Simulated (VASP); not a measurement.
Write the native input for VASP 6.6.1 that does the following.

| Item | Value |
| --- | --- |
| Task | single point |
| Functional | r2SCAN |
| Potentials or basis | VASP PAW PBE potentials, release 64 (K_sv, Br) |
| Cutoff | 520 eV |
| k mesh | 6 × 6 × 6 |
| Occupations | gaussian, width 0.01 eV |
| Spin | no spin polarisation |
| Dipole correction | no |
| Further INCAR settings | ALGO = Normal; EDIFF = 1e-06; NBANDS = 15 |

Crystal: KBr.

```
K Br
1.0
     3.93571    0.00000    0.00000
     0.00000    3.93571    0.00000
     0.00000    0.00000    3.93571
K Br
1 1
Direct
  0.00000 0.00000 0.00000
  0.50000 0.50000 0.50000
```

One way to write it, as run:

POSCAR

```
KBr
1.0
    3.9357060263      0.0000000000      0.0000000000
    0.0000000000      3.9357060263      0.0000000000
    0.0000000000      0.0000000000      3.9357060263
K Br
1 1
Direct
    0.0000000000      0.0000000000      0.0000000000
    0.5000000000      0.5000000000      0.5000000000
```

INCAR.step1

```
SYSTEM = KBr
PREC = Accurate
ENCUT = 520
ISMEAR = 0
SIGMA = 0.01
LREAL = .False.
LASPH = .True.
NELM = 100
NBANDS = 15
GGA = PE
ALGO = Normal
EDIFF = 1E-4
LWAVE = .True.
LCHARG = .False.
```

INCAR.step2

```
SYSTEM = KBr
PREC = Accurate
ENCUT = 520
EDIFF = 1E-6
ISMEAR = 0
SIGMA = 0.01
LREAL = .False.
LASPH = .True.
NELM = 100
ALGO = Normal
ISIF = 2
LWAVE = .False.
LCHARG = .False.
METAGGA = R2SCAN
LMIXTAU = .True.
NBANDS = 15
ISTART = 1
```

KPOINTS

```
regular mesh
0
Gamma
  6 6 6
  0 0 0
```

Potentials or basis: VASP PAW PBE potentials, release 64 (K_sv, Br).

The run is started by

```sh
$ cat potpaw_PBE.64/K_sv/POTCAR potpaw_PBE.64/Br/POTCAR > POTCAR
$ cp INCAR.step1 INCAR
$ mpirun -np 1 vasp_std > vasp.out
$ cp INCAR.step2 INCAR
$ mpirun -np 1 vasp_std > vasp.out
```

It gave:

The pressure is 0.6 GPa. The band gap on the k mesh is 4.89 eV (least direct gap 5.18 eV).

Caveat: the PAW data sets were made with another functional, which shifts forces and pressure a little.

Run time: 99 s on 1 thread of Intel Xeon 8259CL (shared host), peak memory 0.18 GiB.
